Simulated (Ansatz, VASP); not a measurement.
# CaS in VASP and in Ansatz

INCAR

```
SYSTEM = CaS
ALGO = Normal ; EDIFF = 1E-6
ENCUT = 500 ; GGA = PE
GGA_COMPAT = .FALSE. ; ISIF = 2
ISMEAR = 0 ; LASPH = .TRUE.
LCHARG = .TRUE. ; LELF = .TRUE.
LREAL = .FALSE. ; LVHAR = .TRUE.
LWAVE = .FALSE. ; NBANDS = 15
NELM = 120 ; PREC = Accurate
SIGMA = 0.02
```

KPOINTS

```
k-points
0
G
  8 8 8
  0 0 0
```

Contents of POSCAR:

```
CaS
1.0
    0.0000000000      2.7977293048      2.7977293048
    2.7977293048      0.0000000000      2.7977293048
    2.7977293048      2.7977293048      0.0000000000
Ca S
1 1
Direct
    0.0000000000      0.0000000000      0.0000000000
    0.5000000000      0.5000000000      0.5000000000
```

Input for Ansatz:

```yaml
crystal:
  lattice:
    - [0.0, 2.7977293048, 2.7977293048]
    - [2.7977293048, 0.0, 2.7977293048]
    - [2.7977293048, 2.7977293048, 0.0]
  atoms:
    - { symbol: Ca, position: [0.0, 0.0, 0.0] }
    - { symbol: S, position: [0.5, 0.5, 0.5] }
basis:
  ecutwfc: 420
kpoints:
  mp_grid: { grid: [8, 8, 8] }
hamiltonian:
  xc: pbe
scf:
  occupations: { method: gaussian, width: 0.02 }
output:
  forces: true
  stress: true
  eigenvalues: true
  write_density: true
  write_potential: true
  elf: true
  volumetric_format: npy
```

Alike in both runs: task single point; functional PBE; k mesh 8 × 8 × 8; occupations gaussian, width 0.02 eV; no spin polarisation.

|  | VASP | Ansatz |
| --- | --- | --- |
| version | VASP 6.6.1 | Ansatz 0.2.0 |
| potentials or method | VASP PAW PBE potentials, release 64 (Ca_sv, S), cutoff 500 eV | scalar-relativistic, plane waves, PAW |
| valence electrons in the cell | 16 | 16 |

Ansatz gave:

| Property | Result |
| --- | --- |
| gap on the k mesh at the Fermi level (eV) | 2.23 |
| least direct gap on the mesh (eV) | 3.08 |
| pressure (GPa) | 4.0 |

Problem. What did VASP give for the same quantities?

Solution. gap on the k mesh at the Fermi level (eV): 2.23; least direct gap on the mesh (eV): 3.07; pressure (GPa): 4.2.

With one functional, cell and mesh, what is left measures potentials, basis and numerics.
